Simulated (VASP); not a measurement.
# Li (P1) in VASP: relaxation of cell and atoms with PBE

Aim: the relaxation of cell and atoms of Li with PBE.

All numbers are computed with VASP 6.6.1; they aren't measurements. Logs are shortened: lines on timing, memory, paths and dates and some standing lists are left out, and cuts for length are marked.

### 1 The cell of the first run

The typed cell holds 8 atoms: a = 3.026 Å, b = 5.306 Å, c = 9.926 Å, α = 90.48°, β = 90.45°, γ = 90.36°.

### 2 Relaxation of cell and atoms, PBE

INCAR reads:

```
ALGO = Fast
EDIFF = 1E-6
EDIFFG = -0.025
ENCUT = 600
GGA = PE
IBRION = 2
ISIF = 3
ISMEAR = 0
LASPH = True
LCHARG = False
LREAL = False
LWAVE = False
NELM = 100
NSW = 80
PREC = Accurate
SIGMA = 0.2
```

KPOINTS reads:

```
k-points
0
Gamma
  8 4 2
```

POSCAR reads:

```
Li
1.0
    3.0264350487     -0.0096082910     -0.0119375399
   -0.0166420481      5.3060510939     -0.0223160336
   -0.0391629550     -0.0422685156      9.9255800600
Li
8
Direct
    0.4496011484      0.4907214805      0.0201593834
    0.0329343878     -0.0089608248     -0.0065584894
    0.5602940889      0.5062466138      0.5014456852
   -0.0229368172     -0.0233945650      0.5013740993
    0.0588038936      0.3258300716      0.7455238701
    0.4551514123      0.8410585608      0.7537526631
    0.4804592437      0.2023483662      0.2412982902
   -0.0143073574      0.6661502969      0.2430044980
```

Potentials or basis: VASP PAW PBE potentials, release 64 (Li_sv).

Launch:

```bash
cat potpaw_PBE.64/Li_sv/POTCAR > POTCAR
mpirun -np 1 vasp_std > vasp.out
```

OUTCAR:

```text
EDIFF = 1E-6
   EDIFFG = -0.025
   ENCUT = 600
   GGA = PE
   IBRION = 2
   ISIF = 3
   ISMEAR = 0
   LASPH = True
   LREAL = False
   NELM = 100
   NSW = 80
   PREC = Accurate

 ion  position               nearest neighbor table
   1  0.450  0.491  0.020-
   2  0.033  0.991  0.993-
   3  0.560  0.506  0.501-
   4  0.977  0.977  0.501-
   5  0.059  0.326  0.746-
   6  0.455  0.841  0.754-
   7  0.480  0.202  0.241-
   8  0.986  0.666  0.243-

  LATTYP: Found a triclinic cell.
 ALAT       =     3.0264738440
 B/A-ratio  =     2.6679543839
 C/A-ratio  =     3.2796408736
 COS(alpha) =     0.0003504046
 COS(beta)  =     0.0078763284
 COS(gamma) =     0.7537743855

  Lattice vectors:

 A1 = (   3.0264350487,  -0.0096082910,  -0.0119375399)
 A2 = (   6.0695121455,  -5.3252676759,  -0.0015590462)
 A3 = (   0.0391629550,   0.0422685156,  -9.9255800600)

Analysis of symmetry for initial positions (statically):
=====================================================================
 Subroutine PRICEL returns:
 Original cell was already a primitive cell.

 Routine SETGRP: Setting up the symmetry group for a
 triclinic supercell.

 Subroutine GETGRP returns: Found  1 space group operations
 (whereof  1 operations were pure point group operations)
 out of a pool of  2 trial point group operations.

The static configuration has the point symmetry C_1 .

Analysis of symmetry for dynamics (positions and initial velocities):
=====================================================================
 Subroutine PRICEL returns:
 Original cell was already a primitive cell.

 Routine SETGRP: Setting up the symmetry group for a
 triclinic supercell.

 Subroutine GETGRP returns: Found  1 space group operations
 (whereof  1 operations were pure point group operations)
 out of a pool of  2 trial point group operations.

The dynamic configuration has the point symmetry C_1 .

 Subroutine INISYM returns: Found  1 space group operations
 (whereof  1 operations are pure point group operations),
 and found     1 'primitive' translations

----------------------------------------------------------------------------------------

                                     Primitive cell

  volume of cell :     159.3822

  direct lattice vectors                    reciprocal lattice vectors
     3.026435049 -0.009608291 -0.011937540     0.330430229  0.001041873  0.001308202
    -0.016642048  5.306051094 -0.022316034     0.000601525  0.188469345  0.000804978
    -0.039162955 -0.042268516  9.925580060     0.000398762  0.000424995  0.100753162

  length of vectors
     3.026473844  5.306124120  9.925747322     0.330434462  0.188472024  0.100754848

  position of ions in fractional coordinates (direct lattice)
     0.449601148  0.490721480  0.020159383
     0.032934388  0.991039175  0.993441511
     0.560294089  0.506246614  0.501445685
     0.977063183  0.976605435  0.501374099
     0.058803894  0.325830072  0.745523870
     0.455151412  0.841058561  0.753752663
     0.480459244  0.202348366  0.241298290
     0.985692643  0.666150297  0.243004498

  ion indices of the primitive-cell ions
   primitive index   ion index
                 1           1
                 2           2
                 3           3
                 4           4
                 5           5
                 6           6
                 7           7
                 8           8

----------------------------------------------------------------------------------------

 KPOINTS: k-points

Automatic generation of k-mesh.
 Grid dimensions read from file:
 generate k-points for:    8    4    2

 Generating k-lattice:

  Cartesian coordinates                     Fractional coordinates (reciprocal lattice)
     0.041303779  0.000130234  0.000163525     0.125000000 -0.000000000  0.000000000
     0.000150381  0.047117336  0.000201245    -0.000000000  0.250000000  0.000000000
     0.000199381  0.000212498  0.050376581     0.000000000  0.000000000  0.500000000

  Length of vectors
     0.041304308  0.047118006  0.050377424

  Shift w.r.t. Gamma in fractional coordinates (k-lattice)
     0.000000000  0.000000000  0.000000000

 Subroutine IBZKPT returns following result:
 ===========================================

 Found     36 irreducible k-points:

 Following reciprocal coordinates:
            Coordinates               Weight
  0.000000  0.000000  0.000000      1.000000
  0.125000 -0.000000  0.000000      2.000000
  0.250000 -0.000000  0.000000      2.000000
  0.375000 -0.000000  0.000000      2.000000
  0.500000 -0.000000  0.000000      1.000000
 -0.000000  0.250000  0.000000      2.000000
[... 16 lines left out ...]
  0.500000 -0.000000  0.500000      1.000000
 -0.000000  0.250000  0.500000      2.000000
 [... further k-points ...]
   k-points           NKPTS =     36   k-points in BZ     NKDIM =     36   number of bands    NBANDS=     17
   number of dos      NEDOS =    301   number of ions     NIONS =      8
   total plane-waves  NPLWV =  80640
   dimension x,y,z NGX =    24 NGY =   42 NGZ =   80
   dimension x,y,z NGXF=    48 NGYF=   84 NGZF=  160
   ions per type =               8
   NGX,Y,Z   is equivalent  to a cutoff of  13.18, 13.16, 13.40 a.u.
   NGXF,Y,Z  is equivalent  to a cutoff of  26.37, 26.32, 26.80 a.u.
 SYSTEM =  unknown system
   PREC   = accura    normal or accurate (medium, high low for compatibility)
   ISTART =      0    job   : 0-new  1-cont  2-samecut
   ICHARG =      2    charge: 1-file 2-atom 10-const
   ISPIN  =      1    spin polarized calculation?
   LNONCOLLINEAR =      F non collinear calculations
   LSORBIT =      F    spin-orbit coupling
   LASPH  =      T    aspherical Exc in radial PAW
   ENCUT  =  600.0 eV  44.10 Ry    6.64 a.u.   6.04 10.60 19.82*2*pi/ulx,y,z
   NELM   =    100;   NELMIN=  2; NELMDL= -5     # of ELM steps
   EDIFF  = 0.1E-05   stopping-criterion for ELM
   LREAL  =      F    real-space projection
   EDIFFG = -.3E-01   stopping-criterion for IOM
   NSW    =     80    number of steps for IOM
   IBRION =      2    ionic relax: 0-MD 1-quasi-New 2-CG
   NFREE  =      1    steps in history (QN), initial steepest desc. (CG)
   ISIF   =      3    stress and relaxation
   ISYM   =      2    0-nonsym 1-usesym 2-fastsym
   POTIM  = 0.5000    time-step for ionic-motion
   TEBEG  =    0.0;   TEEND  =   0.0 temperature during run
   PSTRESS=    0.0 pullay stress
   NELECT =      24.0000    total number of electrons
   NUPDOWN=      -1.0000    fix difference up-down
   EMIN   =  10.00;   EMAX   =-10.00  energy-range for DOS
   EFERMI =   0.00;   METHOD = LEGACY
   ISMEAR =     0;   SIGMA  =   0.20  broadening in eV -4-tet -1-fermi 0-gaus
   EFERMI_NEDOS =   21; number of points for ismear=-14 and -15
   IALGO  =     68    algorithm
   IMIX   =      4    mixing-type and parameters
     AMIX     =   0.40;   BMIX     =  1.00
     AMIX_MAG =   1.60;   BMIX_MAG =  1.00
  volume/ion in A,a.u.               =      19.92       134.45
  Fermi-wavevector in a.u.,A,eV,Ry     =   0.870961  1.645877 10.321010  0.758573
  Thomas-Fermi vector in A             =   1.990001
   LORBIT       =      0    0 simple, 1 ext, 2 COOP (PROOUT), +10 PAW based schemes
   GGA     = PE    functional components
   LHFCALC =     F    Hartree Fock is set to
   AEXX    =    0.0000 exact exchange contribution
   IVDW    =     0    specifies the selected vdW correction
   LEPSILON=     F    determine dielectric tensor
   LRPA    =     F    only Hartree local field effects (RPA)
 conjugate gradient relaxation of ions
 non-spin polarized calculation
 RMM-DIIS sequential band-by-band and
 Gauss-broadening in eV      SIGMA  =   0.20
  energy-cutoff  :      600.00
  volume of cell :      159.38
 maximum number of plane-waves:      5366
   NGX = 13   NGY = 21   NGZ = 39

--------------------------------------- Ionic step        1  -------------------------------------------

 number of electron      24.0000011 magnetization

 Free energy of the ion-electron system (eV)
  ---------------------------------------------------
  ext. energy  EPLUGINS =         0.00000000
  ---------------------------------------------------
  free energy    TOTEN  =       -15.12405677 eV

  energy without entropy =      -15.04472714  energy(sigma->0) =      -15.08439196

------------------------ aborting loop because EDIFF is reached ----------------------------------------

  FORCE on cell =-STRESS in cart. coord.  units (eV):
  Direction    XX          YY          ZZ          XY          YZ          ZX
  --------------------------------------------------------------------------------------
  -------------------------------------------------------------------------------------
  Total        0.2274290      0.2736485      0.4643984      0.0894787     -0.0562445      0.0070627
  in kB        2.2862128      2.7508310      4.6683301      0.8994774     -0.5653933      0.0709977
  external PRESSURE =       3.2351246 kB  Pullay stress =       0.0000000 kB
[... 107 lines left out ...]
  FREE ENERGIE OF THE ION-ELECTRON SYSTEM (eV)
  ---------------------------------------------------
  free  energy   TOTEN  =       -15.2295018982 eV

  energy  without entropy=      -15.1485767472  energy(sigma->0) =      -15.18903932

[... ionic steps 4 to 10 ...]

--------------------------------------- Ionic step       11  -------------------------------------------

 number of electron      24.0000003 magnetization

------------------------ aborting loop because EDIFF is reached ----------------------------------------

  FORCE on cell =-STRESS in cart. coord.  units (eV):
  Direction    XX          YY          ZZ          XY          YZ          ZX
  --------------------------------------------------------------------------------------
  -------------------------------------------------------------------------------------
  Total        0.0461607      0.0473010      0.1500160     -0.0410616     -0.0348599     -0.0005999
  in kB        0.4626960      0.4741257      1.5036996     -0.4115850     -0.3494219     -0.0060135
  external PRESSURE =       0.8135071 kB  Pullay stress =       0.0000000 kB
[... 69 lines left out ...]
  energy  without entropy=      -15.2212479101  energy(sigma->0) =      -15.25908780

--------------------------------------- Ionic step       13  -------------------------------------------

 number of electron      24.0000026 magnetization

 Free energy of the ion-electron system (eV)
  ---------------------------------------------------
  ext. energy  EPLUGINS =         0.00000000
  ---------------------------------------------------
  free energy    TOTEN  =       -15.29767686 eV

  energy without entropy =      -15.22195289  energy(sigma->0) =      -15.25981487

 E-fermi :   0.6128     XC(G=0):  -7.0458

 val. band max:        0.5990106411   @ k =   0.2500   0.2500   0.5000
 cond. band min:       0.6313624553   @ k =   0.0000   0.0000   0.0000
 fundamental gap:      0.0323518142
 Fermi energy:         0.6127922215

 k-point     1 :       0.0000    0.0000    0.0000
  band No.  band energies     occupation
      1     -45.9015      2.00000
      2     -45.8925      2.00000
      3     -45.8905      2.00000
      4     -45.8835      2.00000
      5     -45.8816      2.00000
      6     -45.8792      2.00000
[... 9 lines left out ...]
     16       1.9391      0.00000
     17       3.6331      0.00000
[... 443 lines left out ...]
      1     -45.8978      2.00000
      2     -45.8943      2.00000
      3     -45.8862      2.00000
      4     -45.8848      2.00000
      5     -45.8821      2.00000
      6     -45.8817      2.00000
[... 9 lines left out ...]
     16       1.8675      0.00000
     17       4.6906      0.00000

 [... further k-points ...]
[... 5 lines left out ...]
  --------------------------------------------------------------------------------------
  -------------------------------------------------------------------------------------
  Total       -0.1058267     -0.0968260     -0.1094068     -0.0011356     -0.0514735     -0.0037590
  in kB       -1.0461471     -0.9571708     -1.0815387     -0.0112262     -0.5088400     -0.0371593
  external PRESSURE =      -1.0282855 kB  Pullay stress =       0.0000000 kB
[... 23 lines left out ...]
  FREE ENERGIE OF THE ION-ELECTRON SYSTEM (eV)
  ---------------------------------------------------
  free  energy   TOTEN  =       -15.2976768583 eV

  energy  without entropy=      -15.2219528900  energy(sigma->0) =      -15.25981487

 reached required accuracy - stopping structural energy minimisation
```

It took 18 min on 1 thread of AMD EPYC 9R45 (Zen 5), shared host; peak memory 0.29 GiB.

Results:

- Free energy: -15.2977 eV
- Relaxed volume: 20.26 Å³/atom
- Relaxed cell: a = 3.109 Å, b = 5.232 Å, c = 9.968 Å, α = 91.29°, β = 89.85°, γ = 89.60°
- Space group after relaxing (to 0.05 Å): P1 (No. 1)
- Energy gained by relaxing: 21.7 meV/atom
- Ionic steps: 13
- Pressure after relaxing: -0.1 GPa
- Largest force after relaxing: 0.024 eV/Å
- Band gap on the k mesh: zero (band 12 reaches 1.58 eV, above the bottom of band 13 at -0.73 eV)

Forces in eV/Å, atoms in the order of the input:
```
Li  -0.004  0.003  0.006
Li   0.013  0.008 -0.003
Li  -0.023  0.006  0.002
Li   0.010  0.006 -0.010
Li  -0.007  0.006  0.001
Li   0.003  0.009  0.011
Li   0.003 -0.020 -0.005
Li   0.004 -0.018 -0.002
```

Step by step:
```tsv
step	energy change (eV)	largest force (eV/Å)	pressure (GPa)	volume (Å³)
1	0.0000	0.4676	0.32	159.38
2	-0.0348	0.3990	0.20	160.31
3	-0.1054	0.2265	-0.13	163.12
4	-0.1194	0.1498	-0.56	168.83
5	-0.1320	0.0951	-0.42	166.61
6	-0.1434	0.0894	-0.25	163.95
7	-0.1526	0.0911	0.31	157.39
8	-0.1531	0.0859	0.22	158.54
9	-0.1616	0.0646	0.17	158.94
10	-0.1699	0.0593	0.06	160.10
11	-0.1706	0.0529	0.08	159.84
12	-0.1729	0.0362	-0.02	161.03
13	-0.1736	0.0235	-0.10	162.07
```

Final structure:
```
Li
1.0
     3.10863    0.01043    0.00427
     0.01939    5.23135   -0.05924
     0.01344   -0.11115    9.96762
Li
8
Direct
  0.49636 0.49802 0.99962
  0.98709 0.99759 0.00009
  0.51936 0.49721 0.49986
  0.00488 0.99716 0.50076
  0.01451 0.32719 0.74992
  0.50473 0.82675 0.74947
  0.48333 0.17802 0.25037
  0.98976 0.67806 0.24992
```

Caveat: the cutoff is under 1.25 times the usual one of these potentials, so pressure, stress and relaxed cells hold a basis-set (Pulay) error.
